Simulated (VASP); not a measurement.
# Pt (Fm-3m) in VASP: further runs

The runs below take Pt through single point, with PBEsol.

All numbers are computed with VASP 6.6.1; they aren't measurements. Logs are shortened: lines on timing, memory, paths and dates and some standing lists are left out, and cuts for length are marked.

## Step 1: The cell of the first run

Symmetry: Fm-3m, No. 225, cubic system. Conventional cell: a = 4.014 Å, b = 4.014 Å, c = 4.014 Å, α = 90.00°, β = 90.00°, γ = 90.00°. Pt (site symmetry m-3m) has 12 Pt at 2.84 Å within 3.7 Å.

## Step 2: Single point, PBEsol (strain +0.025 along x and y, +0.025 along z)

INCAR reads:

```
ALGO = Fast
EDIFF = 1E-6
ENCUT = 520
GGA = PS
ISIF = 2
ISMEAR = 0
LASPH = T
LCHARG = F
LREAL = F
LWAVE = F
NBANDS = 11
NELM = 100
PREC = Accurate
SIGMA = 0.15
```

KPOINTS reads:

```
k-points
0
Gamma
  20 20 20
```

POSCAR reads:

```
Pt
1.0
    0.0000000000      2.0068475000      2.0068475000
    2.0068475000      0.0000000000      2.0068475000
    2.0068475000      2.0068475000      0.0000000000
Pt
1
Direct
    0.0000000000      0.0000000000      0.0000000000
```

Potentials or basis: VASP PAW PBE potentials, release 64 (Pt).

On the command line:

```sh
$ cat potpaw_PBE.64/Pt/POTCAR > POTCAR
$ mpirun -np 1 vasp_std > vasp.out
```

OUTCAR:

```text
EDIFF = 1E-6
   ENCUT = 520
   GGA = PS
   ISIF = 2
   ISMEAR = 0
   LASPH = T
   LREAL = F
   NELM = 100
   PREC = Accurate

 ion  position               nearest neighbor table
   1  0.000  0.000  0.000-

  LATTYP: Found a face centered cubic cell.
 ALAT       =     4.0136950000

  Lattice vectors:

 A1 = (   0.0000000000,   2.0068475000,   2.0068475000)
 A2 = (   2.0068475000,   0.0000000000,   2.0068475000)
 A3 = (   2.0068475000,   2.0068475000,   0.0000000000)

Analysis of symmetry for initial positions (statically):
=====================================================================
 Subroutine PRICEL returns:
 Original cell was already a primitive cell.

 Routine SETGRP: Setting up the symmetry group for a
 face centered cubic supercell.

 Subroutine GETGRP returns: Found 48 space group operations
 (whereof 48 operations were pure point group operations)
 out of a pool of 48 trial point group operations.

The static configuration has the point symmetry O_h .

Analysis of symmetry for dynamics (positions and initial velocities):
=====================================================================
 Subroutine PRICEL returns:
 Original cell was already a primitive cell.

 Routine SETGRP: Setting up the symmetry group for a
 face centered cubic supercell.

 Subroutine GETGRP returns: Found 48 space group operations
 (whereof 48 operations were pure point group operations)
 out of a pool of 48 trial point group operations.

The dynamic configuration has the point symmetry O_h .

 Subroutine INISYM returns: Found 48 space group operations
 (whereof 48 operations are pure point group operations),
 and found     1 'primitive' translations

----------------------------------------------------------------------------------------

                                     Primitive cell

  volume of cell :      16.1649

  direct lattice vectors                    reciprocal lattice vectors
     0.000000000  2.006847500  2.006847500    -0.249146983  0.249146983  0.249146983
     2.006847500  0.000000000  2.006847500     0.249146983 -0.249146983  0.249146983
     2.006847500  2.006847500  0.000000000     0.249146983  0.249146983 -0.249146983

  length of vectors
     2.838110952  2.838110952  2.838110952     0.431535233  0.431535233  0.431535233

  position of ions in fractional coordinates (direct lattice)
     0.000000000  0.000000000  0.000000000

  ion indices of the primitive-cell ions
   primitive index   ion index
                 1           1

----------------------------------------------------------------------------------------

 KPOINTS: k-points

Automatic generation of k-mesh.
 Grid dimensions read from file:
 generate k-points for:   20   20   20

 Generating k-lattice:

  Cartesian coordinates                     Fractional coordinates (reciprocal lattice)
    -0.012457349  0.012457349  0.012457349     0.050000000  0.000000000  0.000000000
     0.012457349 -0.012457349  0.012457349     0.000000000  0.050000000  0.000000000
     0.012457349  0.012457349 -0.012457349     0.000000000  0.000000000  0.050000000

  Length of vectors
     0.021576762  0.021576762  0.021576762

  Shift w.r.t. Gamma in fractional coordinates (k-lattice)
     0.000000000  0.000000000  0.000000000

 Subroutine IBZKPT returns following result:
 ===========================================

 Found    256 irreducible k-points:

 Following reciprocal coordinates:
            Coordinates               Weight
  0.000000  0.000000  0.000000      1.000000
  0.050000  0.000000  0.000000      8.000000
  0.100000  0.000000  0.000000      8.000000
  0.150000  0.000000  0.000000      8.000000
  0.200000  0.000000  0.000000      8.000000
  0.250000  0.000000  0.000000      8.000000
[... 16 lines left out ...]
 -0.400000  0.050000  0.000000     24.000000
 -0.350000  0.050000  0.000000     24.000000
 [... further k-points ...]
   k-points           NKPTS =    256   k-points in BZ     NKDIM =    256   number of bands    NBANDS=     11
   number of dos      NEDOS =    301   number of ions     NIONS =      1
   total plane-waves  NPLWV =  13824
   dimension x,y,z NGX =    24 NGY =   24 NGZ =   24
   dimension x,y,z NGXF=    48 NGYF=   48 NGZF=   48
   ions per type =               1
   NGX,Y,Z   is equivalent  to a cutoff of  14.06, 14.06, 14.06 a.u.
   NGXF,Y,Z  is equivalent  to a cutoff of  28.12, 28.12, 28.12 a.u.
 SYSTEM =  unknown system
   PREC   = accura    normal or accurate (medium, high low for compatibility)
   ISTART =      0    job   : 0-new  1-cont  2-samecut
   ICHARG =      2    charge: 1-file 2-atom 10-const
   ISPIN  =      1    spin polarized calculation?
   LNONCOLLINEAR =      F non collinear calculations
   LSORBIT =      F    spin-orbit coupling
   LASPH  =      T    aspherical Exc in radial PAW
   ENCUT  =  520.0 eV  38.22 Ry    6.18 a.u.   5.28  5.28  5.28*2*pi/ulx,y,z
   NELM   =    100;   NELMIN=  2; NELMDL= -5     # of ELM steps
   EDIFF  = 0.1E-05   stopping-criterion for ELM
   LREAL  =      F    real-space projection
   EDIFFG = 0.1E-04   stopping-criterion for IOM
   NSW    =      0    number of steps for IOM
   IBRION =     -1    ionic relax: 0-MD 1-quasi-New 2-CG
   NFREE  =      0    steps in history (QN), initial steepest desc. (CG)
   ISIF   =      2    stress and relaxation
   ISYM   =      2    0-nonsym 1-usesym 2-fastsym
   POTIM  = 0.5000    time-step for ionic-motion
   TEBEG  =    0.0;   TEEND  =   0.0 temperature during run
   PSTRESS=    0.0 pullay stress
   NELECT =      10.0000    total number of electrons
   NUPDOWN=      -1.0000    fix difference up-down
   EMIN   =  10.00;   EMAX   =-10.00  energy-range for DOS
   EFERMI =   0.00;   METHOD = LEGACY
   ISMEAR =     0;   SIGMA  =   0.15  broadening in eV -4-tet -1-fermi 0-gaus
   EFERMI_NEDOS =   21; number of points for ismear=-14 and -15
   IALGO  =     68    algorithm
   IMIX   =      4    mixing-type and parameters
     AMIX     =   0.40;   BMIX     =  1.00
     AMIX_MAG =   1.60;   BMIX_MAG =  1.00
  volume/ion in A,a.u.               =      16.16       109.09
  Fermi-wavevector in a.u.,A,eV,Ry     =   1.394924  2.636024 26.474382  1.945812
  Thomas-Fermi vector in A             =   2.518426
   LORBIT       =      0    0 simple, 1 ext, 2 COOP (PROOUT), +10 PAW based schemes
   GGA     = PS    functional components
   LHFCALC =     F    Hartree Fock is set to
   AEXX    =    0.0000 exact exchange contribution
   IVDW    =     0    specifies the selected vdW correction
   LEPSILON=     F    determine dielectric tensor
   LRPA    =     F    only Hartree local field effects (RPA)
 non-spin polarized calculation
 RMM-DIIS sequential band-by-band and
 Gauss-broadening in eV      SIGMA  =   0.15
  energy-cutoff  :      520.00
  volume of cell :       16.16
 maximum number of plane-waves:       448
 NGX is ok and might be reduce to    24
   NGX = 11   NGY = 11   NGZ = 11

 number of electron      10.0000000 magnetization

 number of electron       9.9999999 magnetization

 Free energy of the ion-electron system (eV)
  ---------------------------------------------------
  ext. energy  EPLUGINS =         0.00000000
  ---------------------------------------------------
  free energy    TOTEN  =        -6.90813457 eV

  energy without entropy =       -6.88596782  energy(sigma->0) =       -6.89705119

 E-fermi :   9.8113     XC(G=0): -13.2200

 val. band max:        9.7983869982   @ k =  -0.4500   0.1000   0.0500
 cond. band min:       9.8118732167   @ k =  -0.4000   0.3500   0.1000
 fundamental gap:      0.0134862185
 Fermi energy:         9.8112932800

 k-point     1 :       0.0000    0.0000    0.0000
  band No.  band energies     occupation
      1       0.2747      2.00000
      2       6.4112      2.00000
      3       6.4112      2.00000
      4       6.4112      2.00000
      5       8.3544      2.00000
      6       8.3544      2.00000
      7      24.5963      0.00000
      8      29.1632      0.00000
      9      29.1632      0.00000
     10      29.1632      0.00000
     11      34.2153      0.00000

 k-point     2 :       0.0500    0.0000    0.0000
  band No.  band energies     occupation
      1       0.3690      2.00000
      2       6.3708      2.00000
      3       6.4479      2.00000
      4       6.4479      2.00000
      5       8.3344      2.00000
      6       8.3344      2.00000
      7      24.7363      0.00000
      8      28.6073      0.00000
      9      29.3005      0.00000
     10      29.3005      0.00000
     11      34.7968      0.00000

 k-point     3 :       0.1000    0.0000    0.0000
  band No.  band energies     occupation
      1       0.6460      2.00000
      2       6.2635      2.00000
      3       6.5471      2.00000
      4       6.5471      2.00000
      5       8.2883      2.00000
      6       8.2883      2.00000
      7      25.1202      0.00000
      8      27.3912      0.00000
      9      29.7003      0.00000
     10      29.7003      0.00000
     11      35.5016      0.00000

 k-point     4 :       0.1500    0.0000    0.0000
  band No.  band energies     occupation
      1       1.0842      2.00000
      2       6.1296      2.00000
      3       6.6718      2.00000
      4       6.6718      2.00000
      5       8.2599      2.00000
      6       8.2599      2.00000
      7      25.5642      0.00000
      8      26.0210      0.00000
      9      30.3230      0.00000
     10      30.3230      0.00000
     11      34.2856      0.00000

 k-point     5 :       0.2000    0.0000    0.0000
  band No.  band energies     occupation
      1       1.6383      2.00000
      2       6.0375      2.00000
      3       6.7582      2.00000
      4       6.7582      2.00000
      5       8.3191      2.00000
      6       8.3191      2.00000
      7      24.3361      0.00000
      8      26.0878      0.00000
      9      31.0740      0.00000
     10      31.0740      0.00000
     11      33.0293      0.00000
[... 211 lines left out ...]
 k-point    21 :       0.5000    0.0500    0.0000
  band No.  band energies     occupation
      1       3.2140      2.00000
      2       6.3083      2.00000
      3       6.4314      2.00000
      4       8.7920      2.00000
      5       9.8436      0.76087
      6      10.5657      0.00000
      7      15.1503      0.00000
      8      24.2614      0.00000
      9      28.0421      0.00000
     10      28.1060      0.00000
     11      36.9734      0.00000

 k-point    22 :      -0.4500    0.0500    0.0000
  band No.  band energies     occupation
      1       3.2137      2.00000
      2       6.3248      2.00000
      3       6.4312      2.00000
      4       8.7293      2.00000
      5       9.7331      1.53911
      6      10.5094      0.00000
      7      15.3762      0.00000
      8      24.2935      0.00000
      9      27.8792      0.00000
     10      28.4161      0.00000
     11      36.6852      0.00000

 k-point    23 :      -0.4000    0.0500    0.0000
  band No.  band energies     occupation
      1       3.1983      2.00000
      2       6.3895      2.00000
      3       6.4793      2.00000
      4       8.1154      2.00000
      5       9.4742      1.99852
      6      10.1070      0.00530
      7      16.6447      0.00000
      8      24.5194      0.00000
      9      28.1065      0.00000
     10      29.1337      0.00000
     11      35.7463      0.00000

 k-point    24 :      -0.3500    0.0500    0.0000
  band No.  band energies     occupation
      1       3.1233      2.00000
      2       6.4894      2.00000
      3       6.5691      2.00000
      4       7.2502      2.00000
      5       9.1145      2.00000
      6       9.6991      1.70987
      7      18.3662      0.00000
      8      24.9272      0.00000
      9      28.6587      0.00000
     10      30.2145      0.00000
     11      34.4648      0.00000

 [... further k-points ...]

------------------------ aborting loop because EDIFF is reached ----------------------------------------

  FORCE on cell =-STRESS in cart. coord.  units (eV):
  Direction    XX          YY          ZZ          XY          YZ          ZX
  --------------------------------------------------------------------------------------
  -------------------------------------------------------------------------------------
  Total       -1.7555331     -1.7555331     -1.7555331      0.0000000      0.0000000     -0.0000000
  in kB     -173.9988960   -173.9988960   -173.9988960      0.0000000      0.0000000     -0.0000000
  external PRESSURE =    -173.9988960 kB  Pullay stress =       0.0000000 kB

 VOLUME and BASIS-vectors are now :
 -----------------------------------------------------------------------------
  energy-cutoff  :      520.00
  volume of cell :       16.16
      direct lattice vectors                 reciprocal lattice vectors
     0.000000000  2.006847500  2.006847500    -0.249146983  0.249146983  0.249146983
     2.006847500  0.000000000  2.006847500     0.249146983 -0.249146983  0.249146983
     2.006847500  2.006847500  0.000000000     0.249146983  0.249146983 -0.249146983

 POSITION                                       TOTAL-FORCE (eV/Angst)
 -----------------------------------------------------------------------------------
      0.00000      0.00000      0.00000         0.000000      0.000000      0.000000
 -----------------------------------------------------------------------------------
    total drift:                               -0.000000      0.000000     -0.000000

  FREE ENERGIE OF THE ION-ELECTRON SYSTEM (eV)
  ---------------------------------------------------
  free  energy   TOTEN  =        -6.9081345717 eV

  energy  without entropy=       -6.8859678173  energy(sigma->0) =       -6.89705119
```

Wall time 49 s (1 thread of Intel Xeon 8259CL, shared host); peak memory 0.17 GiB.

Results:

| Property | Result |
| --- | --- |
| Free energy | -6.9081 eV |
| Pressure | -17.4 GPa |
| Band gap on the k mesh | zero (bands 5 and 6 overlap by 1.98 eV) |

Caveat: the cell differs from its parent crystal (strain +0.025 along x and y, +0.025 along z); the cell stands under tension; the PAW data sets were made with another functional, which shifts forces and pressure a little; spin-orbit coupling is left out, which moves the levels of the heavy elements.

## Step 3: Single point, PBEsol (strain +0.050 along x and y, +0.050 along z)

INCAR reads:

```
PREC     = Accurate       # precision mode
ENCUT    = 520            # plane-wave cutoff, eV
EDIFF    = 1E-7           # SCF threshold, eV
ISMEAR   = 0              # smearing method
SIGMA    = 0.15           # smearing width, eV
LREAL    = False          # projectors in reciprocal space
LASPH    = True           # aspherical terms in the spheres
NELM     = 60             # most SCF steps
ALGO     = Fast           # electronic algorithm
ISIF     = 2              # what is computed and relaxed
LWAVE    = False          # write WAVECAR
LCHARG   = False          # write CHGCAR
GGA      = PS             # functional
NBANDS   = 11             # bands
```

KPOINTS reads:

```
regular mesh
0
Gamma
  20 20 20
```

POSCAR reads:

```
Pt
1.0
    0.0000000000      2.0557950000      2.0557950000
    2.0557950000      0.0000000000      2.0557950000
    2.0557950000      2.0557950000      0.0000000000
Pt
1
Direct
    0.0000000000      0.0000000000      0.0000000000
```

Potentials or basis: VASP PAW PBE potentials, release 64 (Pt).

On the command line:

```sh
$ cat potpaw_PBE.64/Pt/POTCAR > POTCAR
$ mpirun -np 1 vasp_std > vasp.out
```

It took 56 s on 1 thread of Intel Xeon 8259CL, shared host; peak memory 0.18 GiB.

The run converged. Its results:

```yaml
Free_energy: -6.7327 eV
Pressure: -28.2 GPa
Band_gap_on_the_k_mesh: zero (bands 5 and 6 overlap by 1.74 eV)
```

Levels at points of the mesh, in eV from the Fermi level:
| k point | band 2 | band 3 | band 4 | band 5 | band 6 | band 7 | band 8 | band 9 |
| --- | --- | --- | --- | --- | --- | --- | --- | --- |
| (0.00, 0.00, 0.00) | -3.02 | -3.02 | -3.02 | -1.29 | -1.29 | 14.90 | 19.06 | 19.06 |
| (0.50, 0.00, 0.00) | -3.05 | -3.05 | 0.02 | 0.02 | 0.02 | 4.80 | 14.41 | 17.90 |
| (0.50, 0.50, 0.00) | -5.30 | -0.01 | 0.36 | 0.36 | 1.99 | 7.41 | 10.87 | 10.87 |

Caveat: the cell differs from its parent crystal (strain +0.050 along x and y, +0.050 along z); the cell stands under tension; the PAW data sets were made with another functional, which shifts forces and pressure a little; spin-orbit coupling is left out, which moves the levels of the heavy elements.
